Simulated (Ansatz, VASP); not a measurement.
**SiS3 in VASP and in Ansatz**

File POSCAR:

```
SiS3
1.0
    4.0803487758      0.0000000000      0.0000000000
    0.0000000000      4.0803487758      0.0000000000
    0.0000000000      0.0000000000      4.0803487758
Si S
1 3
Direct
    0.0000000000      0.0000000000      0.0000000000
    0.0000000000      0.5000000000      0.5000000000
    0.5000000000      0.0000000000      0.5000000000
    0.5000000000      0.5000000000      0.0000000000
```

File INCAR.step1:

```
SYSTEM = SiS3
ALGO = Normal
EDIFF = 1E-4
ENCUT = 600
GGA = PE
ISMEAR = 0
LASPH = .TRUE.
LCHARG = .FALSE.
LREAL = .FALSE.
LWAVE = .TRUE.
NELM = 100
PREC = Accurate
SIGMA = 0.1
```

File INCAR.step2:

```
SYSTEM = SiS3
ALGO = Normal
EDIFF = 1E-7
EDIFFG = -0.01
ENCUT = 600
IBRION = 2
ISIF = 3
ISMEAR = 0
ISTART = 1
LASPH = .TRUE.
LCHARG = .FALSE.
LMIXTAU = .TRUE.
LREAL = .FALSE.
LWAVE = .FALSE.
METAGGA = R2SCAN
NELM = 100
NSW = 100
PREC = Accurate
SIGMA = 0.1
```

Contents of KPOINTS:

```
k-points
0
G
  12 12 12
  0 0 0
```

Input for Ansatz:

```yaml
crystal:
  lattice:
    - [4.0803487758, 0.0, 0.0]
    - [0.0, 4.0803487758, 0.0]
    - [0.0, 0.0, 4.0803487758]
  atoms:
    - { symbol: Si, position: [0.0, 0.0, 0.0] }
    - { symbol: S, position: [0.0, 0.5, 0.5] }
    - { symbol: S, position: [0.5, 0.0, 0.5] }
    - { symbol: S, position: [0.5, 0.5, 0.0] }
basis:
  ecutwfc: 500
kpoints:
  mp_grid: { grid: [12, 12, 12] }
hamiltonian:
  xc: r2scan
scf:
  occupations: { method: gaussian, width: 0.1 }
output:
  forces: true
  stress: true
  eigenvalues: true
relax:
  adjacent_minimum: "off"
  f_tol: 0.01
  max_steps: 80
  cell: { stress_tol: 0.05 }
```

Alike in both runs: task relaxation of cell and atoms; functional r2SCAN; k mesh 12 × 12 × 12; occupations gaussian, width 0.1 eV; no spin polarisation.

|  | VASP | Ansatz |
| --- | --- | --- |
| version | VASP 6.6.1 | Ansatz 0.2.0 |
| potentials or method | VASP PAW PBE potentials, release 64 (Si, S), cutoff 600 eV | scalar-relativistic, plane waves, PAW |
| valence electrons in the cell | 22 | 22 |

```tsv
	VASP	Ansatz	Ansatz less VASP
gap on the k mesh at the Fermi level, each at its own relaxed structure (eV)	none	none	-
relaxed volume (Å³/atom)	16.64	16.66	+0.023
relaxed length of the cell vector where the two differ most in proportion (Å)	4.052	4.054	+0.0019
```

VASP's potentials were made for PBE, not for r2SCAN. A gap of «none» marks a metal or a gap that the smearing closes.
